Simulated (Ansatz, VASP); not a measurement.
# Two plane-wave programs on Ge

File INCAR:

```
PREC = Accurate
ENCUT = 500
EDIFF = 1E-6
ISMEAR = 0
SIGMA = 0.1
LREAL = False
LASPH = True
NELM = 120
ALGO = Normal
ISIF = 2
LWAVE = False
LCHARG = False
GGA = PE
NBANDS = 13
GGA_COMPAT = False
```

File KPOINTS:

```
Automatic mesh
0
Gamma
  2 2 2
```

Contents of POSCAR:

```
Ge
1.0
    0.0000000000      2.0983605250      2.0983605250
    2.0983605250      0.0000000000      2.0983605250
    2.0983605250      2.0983605250      0.0000000000
Ge
1
Direct
    0.0000000000      0.0000000000      0.0000000000
```

Input for Ansatz:

```yaml
crystal:
  lattice:
    - [0.0, 2.098360525, 2.098360525]
    - [2.098360525, 0.0, 2.098360525]
    - [2.098360525, 2.098360525, 0.0]
  atoms:
    - { symbol: Ge, position: [0.0, 0.0, 0.0] }
basis:
  ecutwfc: 420
kpoints:
  mp_grid: { grid: [2, 2, 2] }
hamiltonian:
  xc: pbe
scf:
  occupations: { method: gaussian, width: 0.1 }
  mixing: { algorithm: msr1, preconditioner: kerker }
  initial_density: { chi_scale: 0, normalization: atom }
  max_iter: 50
output:
  forces: true
  stress: true
  eigenvalues: true
  populations: true
```

Alike in both runs: task single point; functional PBE; k mesh 2 × 2 × 2; occupations gaussian, width 0.1 eV; no spin polarisation.

|  | VASP | Ansatz |
| --- | --- | --- |
| version | VASP 6.6.1 | Ansatz 0.2.0 |
| potentials or method | VASP PAW PBE potentials, release 64 (Ge_d), cutoff 500 eV | scalar-relativistic, plane waves, PAW |
| valence electrons in the cell | 14 | 14 |

|  | VASP | Ansatz | Ansatz less VASP |
| --- | --- | --- | --- |
| gap on the k mesh at the Fermi level (eV) | none | none | - |
| pressure (GPa) | -8.8 | -8.6 | +0.20 |

A gap of «none» marks a metal or a gap that the smearing closes.

The k mesh is coarse, so the values compare programs but aren't converged.
